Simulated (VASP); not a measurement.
# Ge in VASP: notebook, part 2 of 3

VASP 6.6.1. Earlier steps stand in the parts before.

### Step 4. Electric field gradients, PBEsol (equal xy, yz and zx shear strains of +1 %)

File INCAR:

```
SYSTEM = Ge
  ALGO = Normal
  EDIFF = 1E-8
  ENCUT = 520
  GGA = PS
  ISIF = 2
  ISMEAR = -1
  LASPH = .TRUE.
  LCHARG = .FALSE.
  LEFG = .TRUE.
  LREAL = .FALSE.
  LWAVE = .FALSE.
  NBANDS = 21
  NELM = 100
  PREC = Accurate
  SIGMA = 0.05
```

File KPOINTS:

```
k-points
0
G
  11 11 11
  0 0 0
```

File POSCAR:

```
Ge
1.0
    0.0282877000      2.8429138500      2.8429138500
    2.8429138500      0.0282877000      2.8429138500
    2.8429138500      2.8429138500      0.0282877000
Ge
2
Direct
    0.5000000000      0.5000000000      0.5000000000
    0.7500000000      0.7500000000      0.7500000000
```

Potentials or basis: VASP PAW PBE potentials, release 64 (Ge_d).

Launch:

```bash
> cat potpaw_PBE.64/Ge_d/POTCAR > POTCAR
> mpirun -np 1 vasp_std > vasp.out
```

OUTCAR:

```text
SYSTEM = Ge
   EDIFF = 1E-8
   ENCUT = 520
   GGA = PS
   ISIF = 2
   ISMEAR = -1
   LASPH = .TRUE.
   LREAL = .FALSE.
   NELM = 100
   PREC = Accurate

 ion  position               nearest neighbor table
   1  0.500  0.500  0.500-   2 2.44   2 2.44   2 2.44   2 2.47
   2  0.750  0.750  0.750-   1 2.44   1 2.44   1 2.44   1 2.47

  LATTYP: Found a trigonal (rhomboedric) cell.
 ALAT       =     4.0205868366
 COS(alpha) =     0.5099250056

  Lattice vectors:

 A1 = (   0.0282877000,   2.8429138500,   2.8429138500)
 A2 = (   2.8429138500,   0.0282877000,   2.8429138500)
 A3 = (   2.8429138500,   2.8429138500,   0.0282877000)

Analysis of symmetry for initial positions (statically):
=====================================================================
 Subroutine PRICEL returns:
 Original cell was already a primitive cell.

 Routine SETGRP: Setting up the symmetry group for a
 trigonal (rhombohedral) supercell.

 Subroutine GETGRP returns: Found 12 space group operations
 (whereof  6 operations were pure point group operations)
 out of a pool of 12 trial point group operations.

The static configuration has the point symmetry C_3v.
 The point group associated with its full space group is D_3d.

Analysis of symmetry for dynamics (positions and initial velocities):
=====================================================================
 Subroutine PRICEL returns:
 Original cell was already a primitive cell.

 Routine SETGRP: Setting up the symmetry group for a
 trigonal (rhombohedral) supercell.

 Subroutine GETGRP returns: Found 12 space group operations
 (whereof  6 operations were pure point group operations)
 out of a pool of 12 trial point group operations.
[... 158 lines left out ...]
  band No.  band energies     occupation
      1     -19.9057      2.00000
      2     -19.9057      2.00000
      3     -19.8897      2.00000
      4     -19.8637      2.00000
      5     -19.8637      2.00000
      6     -19.6619      2.00000
[... 565 lines left out ...]
     20      14.4242      0.00000
     21      14.7044      0.00000

 [... further k-points ...]

------------------------ aborting loop because EDIFF is reached ----------------------------------------

  FORCE on cell =-STRESS in cart. coord.  units (eV):
  Direction    XX          YY          ZZ          XY          YZ          ZX
  --------------------------------------------------------------------------------------
  -------------------------------------------------------------------------------------
  Total        0.1663814      0.1663814      0.1663814     -0.2300895     -0.2300895     -0.2300895
  in kB        5.8887747      5.8887747      5.8887747     -8.1436089     -8.1436089     -8.1436089
  external PRESSURE =       5.8887747 kB  Pullay stress =       0.0000000 kB

 VOLUME and BASIS-vectors are now :
 -----------------------------------------------------------------------------
  energy-cutoff  :      520.00
  volume of cell :       45.27
      direct lattice vectors                 reciprocal lattice vectors
     0.028287700  2.842913850  2.842913850    -0.178522909  0.176764062  0.176764062
     2.842913850  0.028287700  2.842913850     0.176764062 -0.178522909  0.176764062
     2.842913850  2.842913850  0.028287700     0.176764062  0.176764062 -0.178522909

 POSITION                                       TOTAL-FORCE (eV/Angst)
 -----------------------------------------------------------------------------------
      2.85706      2.85706      2.85706         0.081777      0.081777      0.081777
      4.28559      4.28559      4.28559        -0.081777     -0.081777     -0.081777
 -----------------------------------------------------------------------------------
    total drift:                                0.000000     -0.000000     -0.000000

  FREE ENERGIE OF THE ION-ELECTRON SYSTEM (eV)
  ---------------------------------------------------
  free  energy   TOTEN  =        -9.8687767272 eV

  energy  without entropy=       -9.8681846693  energy(sigma->0) =       -9.86848070

 Electric field gradients (V/A^2)
---------------------------------------------------------------------
 ion       V_xx      V_yy      V_zz      V_xy      V_xz      V_yz
---------------------------------------------------------------------
   1       0.000     0.000     0.000     4.835     4.835     4.835
   2      -0.000     0.000     0.000     4.835     4.835     4.835
---------------------------------------------------------------------

 Electric field gradients after diagonalization (V/A^2)
 (convention: |V_zz| > |V_xx| > |V_yy|)
----------------------------------------------------------------------
 ion       V_xx      V_yy      V_zz     asymmetry (V_yy - V_xx)/ V_zz
----------------------------------------------------------------------
   1      -4.835    -4.835     9.670       0.000
   2      -4.835    -4.835     9.670       0.000
----------------------------------------------------------------------

           NMR quadrupolar parameters

 Cq : quadrupolar parameter    Cq=e*Q*V_zz/h
 eta: asymmetry parameters     (V_yy - V_xx)/ V_zz
 Q  : nuclear electric quadrupole moment in mb (millibarn)
----------------------------------------------------------------------
 ion       Cq(MHz)       eta       Q (mb)
----------------------------------------------------------------------
   1       0.023       0.000       1.000
   2       0.023       0.000       1.000
----------------------------------------------------------------------
```

OSZICAR:

```text
N       E                     dE             d eps       ncg     rms          rms(c)
DAV:   1     0.192549912184E+03    0.19255E+03   -0.14657E+04  6861   0.364E+03
DAV:   2     0.179057680602E+02   -0.17464E+03   -0.16925E+03  6162   0.617E+02
DAV:   3    -0.911670683113E+01   -0.27022E+02   -0.26858E+02  7062   0.144E+02
DAV:   4    -0.100068167175E+02   -0.89011E+00   -0.88966E+00  6842   0.306E+01
DAV:   5    -0.100214231909E+02   -0.14606E-01   -0.14606E-01  7072   0.433E+00    0.326E+00
DAV:   6    -0.991729227177E+01    0.10413E+00   -0.36279E-02  8138   0.227E+00    0.186E+00
DAV:   7    -0.986764349389E+01    0.49649E-01   -0.59584E-02  6621   0.243E+00    0.157E-01
DAV:   8    -0.986866014061E+01   -0.10166E-02   -0.69555E-03  7067   0.115E+00    0.514E-02
DAV:   9    -0.986876123422E+01   -0.10109E-03   -0.23303E-04  7166   0.215E-01    0.116E-02
DAV:  10    -0.986877612998E+01   -0.14896E-04   -0.21118E-05  7853   0.380E-02    0.548E-03
DAV:  11    -0.986877700914E+01   -0.87916E-06   -0.48455E-06  8330   0.342E-02    0.149E-03
DAV:  12    -0.986877672440E+01    0.28474E-06   -0.78650E-07  8345   0.169E-02    0.464E-04
DAV:  13    -0.986877672725E+01   -0.28504E-08   -0.34016E-08  6632   0.237E-03
   1 F= -.98687767E+01 E0= -.98684807E+01  d E =-.592058E-03
```

Wall time 3.4 min (1 thread of AMD EPYC, shared host); peak memory 0.21 GiB.

Results:

```yaml
Free_energy: -9.8688 eV
Pressure: 0.6 GPa
Largest_force: 0.142 eV/Å
Band_gap_on_the_k_mesh: zero (filled and empty bands touch)
Largest_electric_field_gradient_by_atom: Ge +9.7 V/Å²
```

Forces on the atoms (eV/Å):
```
Ge   0.082  0.082  0.082
Ge  -0.082 -0.082 -0.082
```

Stress tensor (GPa, compression positive):
```
 0.59 -0.81 -0.81
-0.81  0.59 -0.81
-0.81 -0.81  0.59
```

Levels at points of the mesh, in eV from the Fermi level:
| k point | band 10 | band 11 | band 12 | band 13 | band 14 | band 15 | band 16 | band 17 | band 18 | band 19 |
| --- | --- | --- | --- | --- | --- | --- | --- | --- | --- | --- |
| (0.00, 0.00, 0.00) | -24.52 | -12.81 | -0.03 | -0.03 | -0.01 | -0.01 | 2.38 | 2.59 | 2.59 | 6.21 |

Electric field gradients, principal values (V/Å²):
```
atom   least  middle  greatest (by size)
1 Ge  -4.835  -4.835               9.670
2 Ge  -4.835  -4.835               9.670
```

Caveat: the cell differs from its parent crystal (equal xy, yz and zx shear strains of +1 %); semilocal functionals underestimate gaps, so a narrow gap can read as zero; without QUAD_EFG the Cq values of the log hold for a quadrupole moment of 1 mb, not for the nuclei; the PAW data sets were made with another functional, which shifts forces and pressure a little.

### Step 5. Electric field gradients, PBEsol (22.41 Å³/atom)

This run uses another cell than the first one, of 22.41 Å³/atom.

File INCAR:

```
PREC     = Accurate       # precision mode
ENCUT    = 520            # plane-wave cutoff, eV
EDIFF    = 1E-8           # SCF threshold, eV
ISMEAR   = -1             # smearing method
SIGMA    = 0.05           # smearing width, eV
LREAL    = F              # projectors in reciprocal space
LASPH    = T              # aspherical terms in the spheres
NELM     = 60             # most SCF steps
ALGO     = Normal         # electronic algorithm
ISIF     = 2              # what is computed and relaxed
LWAVE    = F              # write WAVECAR
LCHARG   = F              # write CHGCAR
GGA      = PS             # functional
LEFG     = T            
NBANDS   = 21             # bands
```

File KPOINTS:

```
Automatic mesh
0
Gamma
  11 11 11
```

File POSCAR:

```
Ge
1.0
    0.0000000000      2.8193091601      2.8193091601
    2.8193091601      0.0000000000      2.8193091601
    2.8193091601      2.8193091601      0.0000000000
Ge
2
Direct
    0.5000000000      0.5000000000      0.5000000000
    0.7500000000      0.7500000000      0.7500000000
```

Potentials or basis: VASP PAW PBE potentials, release 64 (Ge_d).

Launch:

```bash
> cat potpaw_PBE.64/Ge_d/POTCAR > POTCAR
> mpirun -np 1 vasp_std > vasp.out
```

OUTCAR:

```text
PREC = Accurate
   ENCUT = 520
   EDIFF = 1E-8
   ISMEAR = -1
   LREAL = F
   LASPH = T
   NELM = 60
   ISIF = 2
   GGA = PS

 ion  position               nearest neighbor table
   1  0.500  0.500  0.500-   2 2.44   2 2.44   2 2.44   2 2.44
   2  0.750  0.750  0.750-   1 2.44   1 2.44   1 2.44   1 2.44

  LATTYP: Found a face centered cubic cell.
 ALAT       =     5.6386183202

  Lattice vectors:

 A1 = (   0.0000000000,   2.8193091601,   2.8193091601)
 A2 = (   2.8193091601,   0.0000000000,   2.8193091601)
 A3 = (   2.8193091601,   2.8193091601,   0.0000000000)

Analysis of symmetry for initial positions (statically):
=====================================================================
 Subroutine PRICEL returns:
 Original cell was already a primitive cell.

 Routine SETGRP: Setting up the symmetry group for a
 face centered cubic supercell.

 Subroutine GETGRP returns: Found 48 space group operations
 (whereof 24 operations were pure point group operations)
 out of a pool of 48 trial point group operations.

The static configuration has the point symmetry T_d .
 The point group associated with its full space group is O_h .

Analysis of symmetry for dynamics (positions and initial velocities):
=====================================================================
 Subroutine PRICEL returns:
 Original cell was already a primitive cell.

 Routine SETGRP: Setting up the symmetry group for a
 face centered cubic supercell.

 Subroutine GETGRP returns: Found 48 space group operations
 (whereof 24 operations were pure point group operations)
 out of a pool of 48 trial point group operations.

The dynamic configuration has the point symmetry T_d .
 The point group associated with its full space group is O_h .

 Subroutine INISYM returns: Found 48 space group operations
 (whereof 24 operations are pure point group operations),
 and found     1 'primitive' translations

----------------------------------------------------------------------------------------

                                     Primitive cell

  volume of cell :      44.8186

  direct lattice vectors                    reciprocal lattice vectors
     0.000000000  2.819309160  2.819309160    -0.177348411  0.177348411  0.177348411
     2.819309160  0.000000000  2.819309160     0.177348411 -0.177348411  0.177348411
     2.819309160  2.819309160  0.000000000     0.177348411  0.177348411 -0.177348411

  length of vectors
     3.987105251  3.987105251  3.987105251     0.307176459  0.307176459  0.307176459

  position of ions in fractional coordinates (direct lattice)
     0.500000000  0.500000000  0.500000000
     0.750000000  0.750000000  0.750000000

  ion indices of the primitive-cell ions
   primitive index   ion index
                 1           1
                 2           2

----------------------------------------------------------------------------------------

 KPOINTS: Automatic mesh

Automatic generation of k-mesh.
 Grid dimensions read from file:
 generate k-points for:   11   11   11

 Generating k-lattice:
[... 68 lines left out ...]
   ISIF   =      2    stress and relaxation
   ISYM   =      2    0-nonsym 1-usesym 2-fastsym
   POTIM  = 0.5000    time-step for ionic-motion
   TEBEG  =    0.0;   TEEND  =   0.0 temperature during run
   PSTRESS=    0.0 pullay stress
   NELECT =      28.0000    total number of electrons
   NUPDOWN=      -1.0000    fix difference up-down
   EMIN   =  10.00;   EMAX   =-10.00  energy-range for DOS
   EFERMI =   0.00;   METHOD = LEGACY
   ISMEAR =    -1;   SIGMA  =   0.05  broadening in eV -4-tet -1-fermi 0-gaus
   EFERMI_NEDOS =   21; number of points for ismear=-14 and -15
   IALGO  =     38    algorithm
   IMIX   =      4    mixing-type and parameters
     AMIX     =   0.40;   BMIX     =  1.00
     AMIX_MAG =   1.60;   BMIX_MAG =  1.00
  volume/ion in A,a.u.               =      22.41       151.23
  Fermi-wavevector in a.u.,A,eV,Ry     =   1.399506  2.644683 26.648608  1.958617
  Thomas-Fermi vector in A             =   2.522559
   LORBIT       =      0    0 simple, 1 ext, 2 COOP (PROOUT), +10 PAW based schemes
   GGA     = PS    functional components
   LHFCALC =     F    Hartree Fock is set to
   AEXX    =    0.0000 exact exchange contribution
   IVDW    =     0    specifies the selected vdW correction
   LEPSILON=     F    determine dielectric tensor
   LRPA    =     F    only Hartree local field effects (RPA)
 non-spin polarized calculation
  energy-cutoff  :      520.00
  volume of cell :       44.82
 maximum number of plane-waves:      1243
 NGX is ok and might be reduce to    30
   NGX = 15   NGY = 15   NGZ = 15

 number of electron      28.0000029 magnetization

 Free energy of the ion-electron system (eV)
  ---------------------------------------------------
  ext. energy  EPLUGINS =         0.00000000
  ---------------------------------------------------
  free energy    TOTEN  =        -9.86949068 eV

  energy without entropy =       -9.86903491  energy(sigma->0) =       -9.86926279

 E-fermi :   5.0104     XC(G=0): -10.1771

 val. band max:        4.9609481660   @ k =   0.0000   0.0000   0.0000
 cond. band min:       5.0475390278   @ k =   0.0000   0.0000   0.0000
 fundamental gap:      0.0865908618
 Fermi energy:         5.0103761602

 k-point     1 :       0.0000    0.0000    0.0000
  band No.  band energies     occupation
      1     -19.8169      2.00000
      2     -19.8169      2.00000
      3     -19.8169      2.00000
      4     -19.7795      2.00000
      5     -19.7795      2.00000
      6     -19.5618      2.00000
[... 565 lines left out ...]
     20      14.5061      0.00000
     21      14.7733      0.00000

 [... further k-points ...]

------------------------ aborting loop because EDIFF is reached ----------------------------------------

  FORCE on cell =-STRESS in cart. coord.  units (eV):
  Direction    XX          YY          ZZ          XY          YZ          ZX
  --------------------------------------------------------------------------------------
  -------------------------------------------------------------------------------------
  Total        0.3610772      0.3610772      0.3610772      0.0000000      0.0000000     -0.0000000
  in kB       12.9078109     12.9078109     12.9078109      0.0000000      0.0000000     -0.0000000
  external PRESSURE =      12.9078109 kB  Pullay stress =       0.0000000 kB

 VOLUME and BASIS-vectors are now :
 -----------------------------------------------------------------------------
  energy-cutoff  :      520.00
  volume of cell :       44.82
      direct lattice vectors                 reciprocal lattice vectors
     0.000000000  2.819309160  2.819309160    -0.177348411  0.177348411  0.177348411
     2.819309160  0.000000000  2.819309160     0.177348411 -0.177348411  0.177348411
     2.819309160  2.819309160  0.000000000     0.177348411  0.177348411 -0.177348411

 POSITION                                       TOTAL-FORCE (eV/Angst)
 -----------------------------------------------------------------------------------
      2.81931      2.81931      2.81931         0.000000      0.000000      0.000000
      4.22896      4.22896      4.22896        -0.000000     -0.000000     -0.000000
 -----------------------------------------------------------------------------------
    total drift:                                0.000000     -0.000000     -0.000000

  FREE ENERGIE OF THE ION-ELECTRON SYSTEM (eV)
  ---------------------------------------------------
  free  energy   TOTEN  =        -9.8694906824 eV

  energy  without entropy=       -9.8690349051  energy(sigma->0) =       -9.86926279

 Electric field gradients (V/A^2)
---------------------------------------------------------------------
 ion       V_xx      V_yy      V_zz      V_xy      V_xz      V_yz
---------------------------------------------------------------------
   1       0.000    -0.000    -0.000     0.003     0.003     0.003
   2       0.000    -0.000    -0.000     0.003     0.003     0.003
---------------------------------------------------------------------

 Electric field gradients after diagonalization (V/A^2)
 (convention: |V_zz| > |V_xx| > |V_yy|)
----------------------------------------------------------------------
 ion       V_xx      V_yy      V_zz     asymmetry (V_yy - V_xx)/ V_zz
----------------------------------------------------------------------
   1      -0.003    -0.003     0.006       0.000
   2      -0.003    -0.003     0.006       0.000
----------------------------------------------------------------------

           NMR quadrupolar parameters

 Cq : quadrupolar parameter    Cq=e*Q*V_zz/h
 eta: asymmetry parameters     (V_yy - V_xx)/ V_zz
 Q  : nuclear electric quadrupole moment in mb (millibarn)
----------------------------------------------------------------------
 ion       Cq(MHz)       eta       Q (mb)
----------------------------------------------------------------------
   1       0.000       0.000       1.000
   2       0.000       0.000       1.000
----------------------------------------------------------------------
```

It took 50 s on 1 thread of Intel Xeon Platinum 8259CL at 2.50GHz (Skylake/Cascade Lake), shared host; peak memory 0.19 GiB.

Results:

```
Free energy                             : -9.8695 eV
Pressure                                : 1.3 GPa
Band gap on the k mesh                  : 0.09 eV
Largest electric field gradient by atom : zero within the noise of the run
```

Caveat: the PAW data sets were made with another functional, which shifts forces and pressure a little; an odd mesh through Γ misses points on the zone boundary, where band edges can lie.

(Part 2 of 3 ends here.)
